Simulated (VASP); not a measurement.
# Bi2Se3 (R-3m) in VASP: notebook

Runs on Bi2Se3. Level: r2SCAN. Tasks: single point.

Program: VASP 6.6.1. These are calculated values, not measurements. Logs are shortened: lines on timing, memory, paths and dates and some standing lists are left out, and cuts for length are marked.

## 1. The cell of the first run

The structure is trigonal, space group R-3m (No. 166). Conventional cell: a = 4.184 Å, b = 4.184 Å, c = 29.556 Å, α = 90.00°, β = 90.00°, γ = 120.00°. Within 3.8 Å of Bi (site symmetry 3m) lie 6 Se at 2.87 to 3.09 Å. Se (site symmetry 3m) has 3 Bi at 2.87 Å and 3 Se at 3.79 Å within 3.8 Å. Se (site symmetry -3m) has 6 Bi at 3.09 Å and 12 Se at 4.18 to 4.23 Å within 4.3 Å.

## 2. Single point, r2SCAN (strain +1.0%)

POSCAR reads:

```
Bi2Se3
1.0
    2.0918954047      1.2077563750      9.8518593788
   -2.0918954047      1.2077563750      9.8518593788
    0.0000000000     -2.4155127501      9.8518593788
Bi Se
2 3
Direct
    0.3985381778      0.3985381778      0.3985381778
    0.6014618222      0.6014618222      0.6014618222
    0.2159946233      0.2159946233      0.2159946233
    0.7840053767      0.7840053767      0.7840053767
    0.0000000000      0.0000000000      0.0000000000
```

INCAR.step1 reads:

```
SYSTEM = Bi2Se3
PREC = Accurate
ENCUT = 520
ISMEAR = 0
SIGMA = 0.01
LREAL = .False.
LASPH = .True.
NELM = 80
NBANDS = 32
GGA = PE
ALGO = Normal
EDIFF = 1E-4
LWAVE = .True.
LCHARG = .False.
```

INCAR.step2 reads:

```
SYSTEM = Bi2Se3
PREC = Accurate
ENCUT = 520
EDIFF = 1E-6
ISMEAR = 0
SIGMA = 0.01
LREAL = .False.
LASPH = .True.
NELM = 80
ALGO = Normal
ISIF = 2
LWAVE = .False.
LCHARG = .False.
METAGGA = R2SCAN
LMIXTAU = .True.
NBANDS = 32
ISTART = 1
```

KPOINTS reads:

```
Automatic mesh
0
Gamma
  8 8 8
  0 0 0
```

Potentials or basis: VASP PAW PBE potentials, release 64 (Bi_d, Se).

Run with:

```console
$ cat potpaw_PBE.64/Bi_d/POTCAR potpaw_PBE.64/Se/POTCAR > POTCAR
$ cp INCAR.step1 INCAR
$ mpirun -np 1 vasp_std > vasp.out
$ cp INCAR.step2 INCAR
$ mpirun -np 1 vasp_std > vasp.out
```

OUTCAR:

```text
SYSTEM = Bi2Se3
   PREC = Accurate
   ENCUT = 520
   EDIFF = 1E-6
   ISMEAR = 0
   LREAL = .False.
   LASPH = .True.
   NELM = 80
   ISIF = 2
   METAGGA = R2SCAN
   ISTART = 1

 ion  position               nearest neighbor table
   1  0.399  0.399  0.399-   4 2.87   4 2.87   4 2.87   5 3.09   5 3.09   5 3.09
   2  0.601  0.601  0.601-   3 2.87   3 2.87   3 2.87   5 3.09   5 3.09   5 3.09
   3  0.216  0.216  0.216-   2 2.87   2 2.87   2 2.87
   4  0.784  0.784  0.784-   1 2.87   1 2.87   1 2.87
   5  0.000  0.000  0.000-   2 3.09   2 3.09   1 3.09   1 3.09   2 3.09   1 3.09

  LATTYP: Found a trigonal (rhomboedric) cell.
 ALAT       =    10.1436598457
 COS(alpha) =     0.9149409412

  Lattice vectors:

 A1 = (   2.0918954047,   1.2077563750,   9.8518593788)
 A2 = (  -2.0918954047,   1.2077563750,   9.8518593788)
 A3 = (   0.0000000000,  -2.4155127501,   9.8518593788)

Analysis of symmetry for initial positions (statically):
=====================================================================
 Subroutine PRICEL returns:
 Original cell was already a primitive cell.

 Routine SETGRP: Setting up the symmetry group for a
 trigonal (rhombohedral) supercell.

 Subroutine GETGRP returns: Found 12 space group operations
 (whereof 12 operations were pure point group operations)
 out of a pool of 12 trial point group operations.

The static configuration has the point symmetry D_3d.

Analysis of symmetry for dynamics (positions and initial velocities):
=====================================================================
 Subroutine PRICEL returns:
 Original cell was already a primitive cell.

 Routine SETGRP: Setting up the symmetry group for a
 trigonal (rhombohedral) supercell.

 Subroutine GETGRP returns: Found 12 space group operations
 (whereof 12 operations were pure point group operations)
 out of a pool of 12 trial point group operations.

The dynamic configuration has the point symmetry D_3d.

 Subroutine INISYM returns: Found 12 space group operations
 (whereof 12 operations are pure point group operations),
 and found     1 'primitive' translations

----------------------------------------------------------------------------------------

                                     Primitive cell

  volume of cell :     149.3443

[... 87 lines left out ...]
   ICHARG =      0    charge: 1-file 2-atom 10-const
   ISPIN  =      1    spin polarized calculation?
   LNONCOLLINEAR =      F non collinear calculations
   LSORBIT =      F    spin-orbit coupling
   LASPH  =      T    aspherical Exc in radial PAW
   ENCUT  =  520.0 eV  38.22 Ry    6.18 a.u.  18.86 18.86 18.86*2*pi/ulx,y,z
   NELM   =     80;   NELMIN=  2; NELMDL=  0     # of ELM steps
   EDIFF  = 0.1E-05   stopping-criterion for ELM
   LREAL  =      F    real-space projection
   EDIFFG = 0.1E-04   stopping-criterion for IOM
   NSW    =      0    number of steps for IOM
   IBRION =     -1    ionic relax: 0-MD 1-quasi-New 2-CG
   NFREE  =      0    steps in history (QN), initial steepest desc. (CG)
   ISIF   =      2    stress and relaxation
   ISYM   =      2    0-nonsym 1-usesym 2-fastsym
   POTIM  = 0.5000    time-step for ionic-motion
   TEBEG  =    0.0;   TEEND  =   0.0 temperature during run
   PSTRESS=    0.0 pullay stress
   NELECT =      48.0000    total number of electrons
   NUPDOWN=      -1.0000    fix difference up-down
   EMIN   =  10.00;   EMAX   =-10.00  energy-range for DOS
   EFERMI =   0.00;   METHOD = LEGACY
   ISMEAR =     0;   SIGMA  =   0.01  broadening in eV -4-tet -1-fermi 0-gaus
   EFERMI_NEDOS =   21; number of points for ismear=-14 and -15
   IALGO  =     38    algorithm
   IMIX   =      4    mixing-type and parameters
     AMIX     =   0.40;   BMIX     =  1.00
     AMIX_MAG =   1.60;   BMIX_MAG =  1.00
  volume/ion in A,a.u.               =      29.87       201.57
  Fermi-wavevector in a.u.,A,eV,Ry     =   1.121396  2.119131 17.109720  1.257529
  Thomas-Fermi vector in A             =   2.258049
   LORBIT       =      0    0 simple, 1 ext, 2 COOP (PROOUT), +10 PAW based schemes
   METAGGA = R2SCAN    functional components
   LHFCALC =     F    Hartree Fock is set to
   AEXX    =    0.0000 exact exchange contribution
   IVDW    =     0    specifies the selected vdW correction
   LEPSILON=     F    determine dielectric tensor
   LRPA    =     F    only Hartree local field effects (RPA)
 non-spin polarized calculation
 Gauss-broadening in eV      SIGMA  =   0.01
  energy-cutoff  :      520.00
  volume of cell :      149.34
 maximum number of plane-waves:      4053
 NGX is ok and might be reduce to    80
   NGX = 37   NGY = 37   NGZ = 37

 number of electron      48.0000001 magnetization

 Free energy of the ion-electron system (eV)
  ---------------------------------------------------
  ext. energy  EPLUGINS =         0.00000000
  ---------------------------------------------------
  free energy    TOTEN  =      -162.06758209 eV

  energy without entropy =     -162.06758209  energy(sigma->0) =     -162.06758209

 E-fermi :   4.0934     XC(G=0):  -9.7512

 val. band max:        4.0042335930   @ k =   0.0000   0.0000   0.0000
 cond. band min:       4.6774134269   @ k =   0.0000   0.0000   0.0000
 fundamental gap:      0.6731798339
 Fermi energy:         4.0934291626

 k-point     1 :       0.0000    0.0000    0.0000
  band No.  band energies     occupation
      1     -19.6445      2.00000
      2     -19.6445      2.00000
      3     -19.6423      2.00000
      4     -19.6423      2.00000
      5     -19.6362      2.00000
      6     -19.6338      2.00000
[... 829 lines left out ...]
     31       9.3892      0.00000
     32      11.0528      0.00000

 [... further k-points ...]
[... 5 lines left out ...]
  --------------------------------------------------------------------------------------
  -------------------------------------------------------------------------------------
  Total       -0.2445594     -0.2445594      0.2434873      0.0000000     -0.0000000      0.0000000
  in kB       -2.6236518     -2.6236518      2.6121501      0.0000000     -0.0000000      0.0000000
  external PRESSURE =      -0.8783845 kB  Pullay stress =       0.0000000 kB

 VOLUME and BASIS-vectors are now :
 -----------------------------------------------------------------------------
  energy-cutoff  :      520.00
  volume of cell :      149.34
      direct lattice vectors                 reciprocal lattice vectors
     2.091895405  1.207756375  9.851859379     0.239017686  0.137996926  0.033834561
    -2.091895405  1.207756375  9.851859379    -0.239017686  0.137996926  0.033834561
     0.000000000 -2.415512750  9.851859379     0.000000000 -0.275993851  0.033834561

 POSITION                                       TOTAL-FORCE (eV/Angst)
 -----------------------------------------------------------------------------------
      0.00000     -0.00000     11.77903         0.000000     -0.000000      0.031462
      0.00000     -0.00000     17.77655         0.000000      0.000000     -0.031462
      0.00000     -0.00000      6.38385         0.000000     -0.000000      0.024882
      0.00000     -0.00000     23.17173         0.000000      0.000000     -0.024882
      0.00000      0.00000      0.00000        -0.000000      0.000000      0.000000
 -----------------------------------------------------------------------------------
    total drift:                               -0.000000     -0.000000     -0.000000

  FREE ENERGIE OF THE ION-ELECTRON SYSTEM (eV)
  ---------------------------------------------------
  free  energy   TOTEN  =      -162.0675820888 eV

  energy  without entropy=     -162.0675820888  energy(sigma->0) =     -162.06758209
```

OSZICAR.step1:

```text
N       E                     dE             d eps       ncg     rms          rms(c)
DAV:   1     0.465852751157E+03    0.46585E+03   -0.22712E+04  4160   0.153E+03
DAV:   2     0.336368654264E+02   -0.43222E+03   -0.41392E+03  4304   0.404E+02
DAV:   3    -0.188613806872E+02   -0.52498E+02   -0.50036E+02  5536   0.149E+02
DAV:   4    -0.209845616590E+02   -0.21232E+01   -0.21152E+01  4520   0.318E+01
DAV:   5    -0.210619110253E+02   -0.77349E-01   -0.77342E-01  6088   0.624E+00    0.508E+00
DAV:   6    -0.201996159307E+02    0.86230E+00   -0.11576E+00  5776   0.754E+00    0.309E+00
DAV:   7    -0.202081339550E+02   -0.85180E-02   -0.37813E-01  4616   0.254E+00    0.167E+00
DAV:   8    -0.202153865647E+02   -0.72526E-02   -0.43834E-02  4968   0.114E+00    0.559E-01
DAV:   9    -0.202163972055E+02   -0.10106E-02   -0.19472E-03  5472   0.435E-01    0.134E-01
DAV:  10    -0.202165981481E+02   -0.20094E-03   -0.11072E-03  4304   0.170E-01    0.570E-02
DAV:  11    -0.202166520482E+02   -0.53900E-04   -0.10818E-04  3160   0.676E-02
   1 F= -.20216652E+02 E0= -.20216652E+02  d E =-.542634E-19
```

It took 56 min on 1 thread of Intel Xeon 6975P-C (Granite Rapids), shared host; peak memory 1.2 GiB.

Results:

- Free energy: -162.0676 eV
- Pressure: -0.1 GPa
- Largest force: 0.031 eV/Å
- Band gap on the k mesh: 0.67 eV

Forces in eV/Å, atoms in the order of the input:
```
Bi   0.000  0.000  0.031
Bi   0.000  0.000 -0.031
Se   0.000  0.000  0.025
Se   0.000  0.000 -0.025
Se   0.000  0.000  0.000
```

Caveat: the cell differs from its parent crystal (strain +1.0%); the PAW data sets were made with another functional, which shifts forces and pressure a little; spin-orbit coupling is left out, which moves the levels of the heavy elements.

## 3. Single point, r2SCAN (strain +2.0%)

POSCAR reads:

```
Bi2Se3
1.0
    2.1126072404      1.2197143590      9.9494025410
   -2.1126072404      1.2197143590      9.9494025410
    0.0000000000     -2.4394287179      9.9494025410
Bi Se
2 3
Direct
    0.3976551175      0.3976551175      0.3976551175
    0.6023448825      0.6023448825      0.6023448825
    0.2179664609      0.2179664609      0.2179664609
    0.7820335391      0.7820335391      0.7820335391
    0.0000000000      0.0000000000      0.0000000000
```

INCAR.step1 reads:

```
ALGO     = Normal         # electronic algorithm
EDIFF    = 1E-4           # SCF threshold, eV
ENCUT    = 520            # plane-wave cutoff, eV
GGA      = PE             # functional
ISMEAR   = 0              # smearing method
LASPH    = T              # aspherical terms in the spheres
LCHARG   = F              # write CHGCAR
LREAL    = F              # projectors in reciprocal space
LWAVE    = T              # write WAVECAR
NBANDS   = 32             # bands
NELM     = 60             # most SCF steps
PREC     = Accurate       # precision mode
SIGMA    = 0.01           # smearing width, eV
```

INCAR.step2 reads:

```
ALGO     = Normal         # electronic algorithm
EDIFF    = 1E-6           # SCF threshold, eV
ENCUT    = 520            # plane-wave cutoff, eV
ISIF     = 2              # what is computed and relaxed
ISMEAR   = 0              # smearing method
ISTART   = 1            
LASPH    = T              # aspherical terms in the spheres
LCHARG   = F              # write CHGCAR
LMIXTAU  = T            
LREAL    = F              # projectors in reciprocal space
LWAVE    = F              # write WAVECAR
METAGGA  = R2SCAN         # meta-GGA
NBANDS   = 32             # bands
NELM     = 60             # most SCF steps
PREC     = Accurate       # precision mode
SIGMA    = 0.01           # smearing width, eV
```

KPOINTS reads:

```
k-points
0
Gamma
  8 8 8
```

Potentials or basis: VASP PAW PBE potentials, release 64 (Bi_d, Se).

Run with:

```console
$ cat potpaw_PBE.64/Bi_d/POTCAR potpaw_PBE.64/Se/POTCAR > POTCAR
$ cp INCAR.step1 INCAR
$ mpirun -np 1 vasp_std > vasp.out
$ cp INCAR.step2 INCAR
$ mpirun -np 1 vasp_std > vasp.out
```

Wall time 56 min (1 thread of Intel Xeon 6975P-C (Granite Rapids), shared host); peak memory 1.2 GiB.

The run converged. Its results:

```yaml
Free_energy: -162.0553 eV
Pressure: -1.0 GPa
Largest_force: 0.034 eV/Å
Band_gap_on_the_k_mesh: 0.72 eV
```

Forces on the atoms (eV/Å):
```
Bi   0.000  0.000  0.034
Bi   0.000  0.000 -0.034
Se   0.000  0.000  0.027
Se   0.000  0.000 -0.027
Se   0.000  0.000  0.000
```

Stress tensor (GPa, compression positive):
```
-1.33  0.00  0.00
 0.00 -1.33  0.00
 0.00  0.00 -0.20
```

Levels at points of the mesh, in eV from the valence-band top:
| k point | band 21 | band 22 | band 23 | band 24 | band 25 | band 26 | band 27 | band 28 |
| --- | --- | --- | --- | --- | --- | --- | --- | --- |
| (0.00, 0.00, 0.00) | -1.54 | -1.02 | -1.02 | 0.00 | 0.72 | 1.91 | 1.91 | 2.54 |
| (0.50, 0.00, 0.00) | -2.32 | -1.45 | -1.04 | -0.45 | 1.49 | 2.66 | 3.56 | 3.58 |
| (0.50, 0.50, 0.00) | -1.62 | -1.33 | -1.22 | -0.75 | 1.88 | 2.70 | 3.02 | 3.54 |
| (0.50, 0.50, 0.50) | -1.15 | -1.10 | -1.10 | -0.19 | 0.87 | 2.06 | 2.06 | 2.49 |

Caveat: the cell differs from its parent crystal (strain +2.0%); the PAW data sets were made with another functional, which shifts forces and pressure a little; spin-orbit coupling is left out, which moves the levels of the heavy elements. A k mesh can miss the band edges.
